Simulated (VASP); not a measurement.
HfH: single point with PBE

Crystal: HfH.

```
CELL_PARAMETERS angstrom
0.00000 2.26428 2.26428
2.26428 0.00000 2.26428
2.26428 2.26428 0.00000
ATOMIC_POSITIONS crystal
Hf 0.00000 0.00000 0.00000
H 0.50000 0.50000 0.50000
```

The cell was generated, and may not be a known phase.

| Item | Value |
| --- | --- |
| Program | VASP 6.6.1 |
| Task | single point |
| Functional | PBE |
| Potentials or basis | VASP PAW PBE potentials, release 64 (Hf_pv, H) |
| Cutoff | 520 eV |
| k mesh | 6 × 6 × 6 |
| Occupations | gaussian, width 0.1 eV |
| Spin | no spin polarisation |

```json
{"Pressure": "-0.9 GPa", "Band gap on the k mesh": "zero (an odd number of electrons rules out a gap without spin polarisation)"}
```

Levels at points of the mesh, in eV from the Fermi level:
| k point | band 3 | band 4 | band 5 | band 6 | band 7 | band 8 |
| --- | --- | --- | --- | --- | --- | --- |
| (0.00, 0.00, 0.00) | -30.15 | -9.95 | 1.12 | 1.12 | 1.12 | 3.70 |
| (0.50, 0.00, 0.00) | -30.24 | -4.99 | -4.14 | 0.53 | 0.53 | 5.81 |
| (0.50, 0.50, 0.00) | -30.42 | -7.39 | -2.29 | 1.54 | 5.76 | 6.56 |

It took 7.4 s on 1 thread of Oxide Virtual Turin-like Processor, on a shared host, peak memory 0.11 GiB.

Caveat: the k points lie up to 0.40 Å⁻¹ apart, too coarse for converged energies and pressures of a metal; spin-orbit coupling is left out, which moves the levels of the heavy elements; an odd number of electrons without spin polarisation forces a metal; a magnetic or distorted state may lie lower.
